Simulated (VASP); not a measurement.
# Zr3S2 (P-3m1) in VASP: single point with PBE

Aim: the single point of Zr3S2 with PBE.

Program: VASP 6.6.1. These are calculated values, not measurements. Logs are shortened: lines on timing, memory, paths and dates and some standing lists are left out, and cuts for length are marked.

### 1 The cell of the first run

The structure is trigonal, space group P-3m1 (No. 164). Conventional cell: a = 4.133 Å, b = 4.133 Å, c = 6.418 Å, α = 90.00°, β = 90.00°, γ = 120.00°. Zr (site symmetry -3m) has 6 S at 2.77 Å and 6 Zr at 3.28 Å within 3.7 Å. Within 3.3 Å of Zr (site symmetry 3m) lie 4 S at 2.53 to 2.76 Å and 6 Zr at 3.06 to 3.28 Å. Within 3.3 Å of S (site symmetry 3m) lie 7 Zr at 2.53 to 2.77 Å.

### 2 Single point, PBE

The input, INCAR:

```
SYSTEM = Zr3S2
PREC = Accurate
ENCUT = 520
EDIFF = 1E-7
ISMEAR = 0
SIGMA = 0.1
LREAL = .False.
LASPH = .True.
NELM = 60
ALGO = Normal
ISIF = 2
LWAVE = .False.
LCHARG = .False.
GGA = PE
NBANDS = 32
```

The input, KPOINTS:

```
Automatic mesh
0
Gamma
  12 12 6
  0 0 0
```

The input, POSCAR:

```
Zr3S2
1.0
    4.1328707184      0.0000000000      0.0000000000
   -2.0664353592      3.5791710327      0.0000000000
    0.0000000000      0.0000000000      6.4184891394
Zr S
3 2
Direct
    0.0000000000      0.0000000000      0.0000000000
    0.3333333333      0.6666666667      0.6494608317
    0.6666666667      0.3333333333      0.3505391683
    0.3333333333      0.6666666667      0.2189932723
    0.6666666667      0.3333333333      0.7810067277
```

Potentials or basis: VASP PAW PBE potentials, release 64 (Zr_sv, S).

Started as:

```bash
$ cat potpaw_PBE.64/Zr_sv/POTCAR potpaw_PBE.64/S/POTCAR > POTCAR
$ mpirun -np 1 vasp_std > vasp.out
```

OUTCAR:

```text
SYSTEM = Zr3S2
   PREC = Accurate
   ENCUT = 520
   EDIFF = 1E-7
   ISMEAR = 0
   LREAL = .False.
   LASPH = .True.
   NELM = 60
   ISIF = 2
   GGA = PE

 ion  position               nearest neighbor table
   1  0.000  0.000  0.000-   4 2.77   5 2.77   5 2.77   4 2.77   5 2.77   4 2.77   2 3.28   3 3.28
                             2 3.28   3 3.28   3 3.28   2 3.28
   2  0.333  0.667  0.649-   5 2.53   5 2.53   5 2.53   4 2.76   3 3.06   3 3.06   3 3.06   1 3.28
                             1 3.28   1 3.28
   3  0.667  0.333  0.351-   4 2.53   4 2.53   4 2.53   5 2.76   2 3.06   2 3.06   2 3.06   1 3.28
                             1 3.28   1 3.28
   4  0.333  0.667  0.219-   3 2.53   3 2.53   3 2.53   2 2.76   1 2.77   1 2.77   1 2.77
   5  0.667  0.333  0.781-   2 2.53   2 2.53   2 2.53   3 2.76   1 2.77   1 2.77   1 2.77

  LATTYP: Found a hexagonal cell.
 ALAT       =     4.1328707184
 C/A-ratio  =     1.5530340958

  Lattice vectors:

 A1 = (   4.1328707184,   0.0000000000,   0.0000000000)
 A2 = (  -2.0664353592,   3.5791710327,   0.0000000000)
 A3 = (   0.0000000000,   0.0000000000,   6.4184891394)

Analysis of symmetry for initial positions (statically):
=====================================================================
 Subroutine PRICEL returns:
 Original cell was already a primitive cell.

 Routine SETGRP: Setting up the symmetry group for a
 hexagonal supercell.

 Subroutine GETGRP returns: Found 12 space group operations
 (whereof 12 operations were pure point group operations)
 out of a pool of 24 trial point group operations.

The static configuration has the point symmetry D_3d.

Analysis of symmetry for dynamics (positions and initial velocities):
=====================================================================
 Subroutine PRICEL returns:
 Original cell was already a primitive cell.

 Routine SETGRP: Setting up the symmetry group for a
 hexagonal supercell.

 Subroutine GETGRP returns: Found 12 space group operations
 (whereof 12 operations were pure point group operations)
 out of a pool of 24 trial point group operations.

The dynamic configuration has the point symmetry D_3d.

 Subroutine INISYM returns: Found 12 space group operations
 (whereof 12 operations are pure point group operations),
 and found     1 'primitive' translations

----------------------------------------------------------------------------------------

                                     Primitive cell

[... 92 lines left out ...]
   LSORBIT =      F    spin-orbit coupling
   LASPH  =      T    aspherical Exc in radial PAW
   ENCUT  =  520.0 eV  38.22 Ry    6.18 a.u.   7.68  7.68 11.93*2*pi/ulx,y,z
   NELM   =     60;   NELMIN=  2; NELMDL= -5     # of ELM steps
   EDIFF  = 0.1E-06   stopping-criterion for ELM
   LREAL  =      F    real-space projection
   EDIFFG = 0.1E-05   stopping-criterion for IOM
   NSW    =      0    number of steps for IOM
   IBRION =     -1    ionic relax: 0-MD 1-quasi-New 2-CG
   NFREE  =      0    steps in history (QN), initial steepest desc. (CG)
   ISIF   =      2    stress and relaxation
   ISYM   =      2    0-nonsym 1-usesym 2-fastsym
   POTIM  = 0.5000    time-step for ionic-motion
   TEBEG  =    0.0;   TEEND  =   0.0 temperature during run
   PSTRESS=    0.0 pullay stress
   NELECT =      48.0000    total number of electrons
   NUPDOWN=      -1.0000    fix difference up-down
   EMIN   =  10.00;   EMAX   =-10.00  energy-range for DOS
   EFERMI =   0.00;   METHOD = LEGACY
   ISMEAR =     0;   SIGMA  =   0.10  broadening in eV -4-tet -1-fermi 0-gaus
   EFERMI_NEDOS =   21; number of points for ismear=-14 and -15
   IALGO  =     38    algorithm
   IMIX   =      4    mixing-type and parameters
     AMIX     =   0.40;   BMIX     =  1.00
     AMIX_MAG =   1.60;   BMIX_MAG =  1.00
  volume/ion in A,a.u.               =      18.99       128.14
  Fermi-wavevector in a.u.,A,eV,Ry     =   1.304166  2.464516 23.141456  1.700849
  Thomas-Fermi vector in A             =   2.435120
   LORBIT       =      0    0 simple, 1 ext, 2 COOP (PROOUT), +10 PAW based schemes
   GGA     = PE    functional components
   LHFCALC =     F    Hartree Fock is set to
   AEXX    =    0.0000 exact exchange contribution
   IVDW    =     0    specifies the selected vdW correction
   LEPSILON=     F    determine dielectric tensor
   LRPA    =     F    only Hartree local field effects (RPA)
 non-spin polarized calculation
 Gauss-broadening in eV      SIGMA  =   0.10
  energy-cutoff  :      520.00
  volume of cell :       94.94
 maximum number of plane-waves:      2597
 NGX is ok and might be reduce to    32
   NGX = 15   NGY = 15   NGZ = 23

 number of electron      48.0000000 magnetization

 Free energy of the ion-electron system (eV)
  ---------------------------------------------------
  ext. energy  EPLUGINS =         0.00000000
  ---------------------------------------------------
  free energy    TOTEN  =       -38.56079581 eV

  energy without entropy =      -38.54125061  energy(sigma->0) =      -38.55102321

 E-fermi :  10.3075     XC(G=0): -11.2458

 val. band max:       10.3015430583   @ k =   0.1667   0.1667   0.0000
 cond. band min:      10.3113633647   @ k =  -0.1667   0.4167   0.1667
 fundamental gap:      0.0098203064
 Fermi energy:        10.3074578996

 k-point     1 :       0.0000    0.0000    0.0000
  band No.  band energies     occupation
      1     -39.5039      2.00000
      2     -38.7280      2.00000
      3     -38.6049      2.00000
      4     -17.6419      2.00000
      5     -17.5614      2.00000
      6     -17.5614      2.00000
[... 829 lines left out ...]
     31      12.7814      0.00000
     32      12.8730      0.00000

 [... further k-points ...]
[... 5 lines left out ...]
  --------------------------------------------------------------------------------------
  -------------------------------------------------------------------------------------
  Total        0.0335839      0.0335839      0.0071205      0.0000000      0.0000000      0.0000000
  in kB        0.5667278      0.5667278      0.1201581      0.0000000      0.0000000      0.0000000
  external PRESSURE =       0.4178712 kB  Pullay stress =       0.0000000 kB

 VOLUME and BASIS-vectors are now :
 -----------------------------------------------------------------------------
  energy-cutoff  :      520.00
  volume of cell :       94.94
      direct lattice vectors                 reciprocal lattice vectors
     4.132870718  0.000000000  0.000000000     0.241962565  0.139697152  0.000000000
    -2.066435359  3.579171033  0.000000000     0.000000000  0.279394304  0.000000000
     0.000000000  0.000000000  6.418489139     0.000000000  0.000000000  0.155799905

 POSITION                                       TOTAL-FORCE (eV/Angst)
 -----------------------------------------------------------------------------------
      0.00000      0.00000      0.00000        -0.000000      0.000000      0.000000
     -0.00000      2.38611      4.16856         0.000000     -0.000000      0.003097
      2.06644      1.19306      2.24993        -0.000000      0.000000     -0.003097
     -0.00000      2.38611      1.40561        -0.000000     -0.000000     -0.002493
      2.06644      1.19306      5.01288        -0.000000      0.000000      0.002493
 -----------------------------------------------------------------------------------
    total drift:                                0.000000      0.000000      0.000000

  FREE ENERGIE OF THE ION-ELECTRON SYSTEM (eV)
  ---------------------------------------------------
  free  energy   TOTEN  =       -38.5607958146 eV

  energy  without entropy=      -38.5412506100  energy(sigma->0) =      -38.55102321
```

OSZICAR:

```text
N       E                     dE             d eps       ncg     rms          rms(c)
DAV:   1     0.444650258447E+03    0.44465E+03   -0.25145E+04  6400   0.148E+03
DAV:   2    -0.660239892330E+01   -0.45125E+03   -0.43621E+03  7648   0.404E+02
DAV:   3    -0.380656884537E+02   -0.31463E+02   -0.30673E+02 10080   0.871E+01
DAV:   4    -0.402475245571E+02   -0.21818E+01   -0.21645E+01  9600   0.205E+01
DAV:   5    -0.403101467109E+02   -0.62622E-01   -0.62596E-01  9088   0.340E+00    0.254E+01
DAV:   6    -0.386812415918E+02    0.16289E+01   -0.63932E+00  8312   0.133E+01    0.118E+01
DAV:   7    -0.387522595533E+02   -0.71018E-01   -0.25150E+00  9224   0.771E+00    0.536E+00
DAV:   8    -0.385567294089E+02    0.19553E+00   -0.74922E-01  8208   0.615E+00    0.174E+00
DAV:   9    -0.385606806165E+02   -0.39512E-02   -0.70490E-02  8704   0.139E+00    0.524E-01
DAV:  10    -0.385605441752E+02    0.13644E-03   -0.41999E-03  9168   0.330E-01    0.291E-01
DAV:  11    -0.385607981318E+02   -0.25396E-03   -0.94191E-04  8688   0.202E-01    0.444E-02
DAV:  12    -0.385607964395E+02    0.16923E-05   -0.11031E-04  8976   0.548E-02    0.287E-02
DAV:  13    -0.385607942963E+02    0.21432E-05   -0.79024E-06  8112   0.179E-02    0.896E-03
DAV:  14    -0.385607959344E+02   -0.16381E-05   -0.15485E-06  8760   0.738E-03    0.256E-03
DAV:  15    -0.385607958219E+02    0.11248E-06   -0.16922E-07  6368   0.208E-03    0.971E-04
DAV:  16    -0.385607958146E+02    0.73524E-08   -0.26976E-08  4856   0.110E-03
   1 F= -.38560796E+02 E0= -.38551023E+02  d E =-.195452E-01
```

It took 2.1 min on 1 thread of Intel Xeon 6975P-C (Granite Rapids), shared host; peak memory 0.37 GiB.

Results:

| Property | Result |
| --- | --- |
| Free energy | -38.5608 eV |
| Pressure | 0.0 GPa |
| Largest force | 0.003 eV/Å |
| Band gap on the k mesh | zero (bands 24 and 25 overlap by 1.08 eV) |

Forces in eV/Å, atoms in the order of the input:
```
Zr   0.000  0.000  0.000
Zr   0.000  0.000  0.003
Zr   0.000  0.000 -0.003
S    0.000  0.000 -0.002
S    0.000  0.000  0.002
```

Levels at points of the mesh, in eV from the Fermi level:
| k point | band 22 | band 23 | band 24 | band 25 | band 26 | band 27 |
| --- | --- | --- | --- | --- | --- | --- |
| (0.00, 0.00, 0.00) | -2.33 | -0.84 | 0.01 | 0.79 | 1.03 | 1.03 |
| (0.50, 0.00, 0.00) | -1.35 | -0.74 | 0.17 | 0.23 | 0.29 | 0.83 |
| (0.00, 0.00, 0.50) | -1.43 | -0.90 | -0.90 | -0.31 | 0.16 | 0.16 |
| (0.50, 0.00, 0.50) | -1.46 | -1.11 | -0.10 | 0.62 | 0.68 | 1.02 |
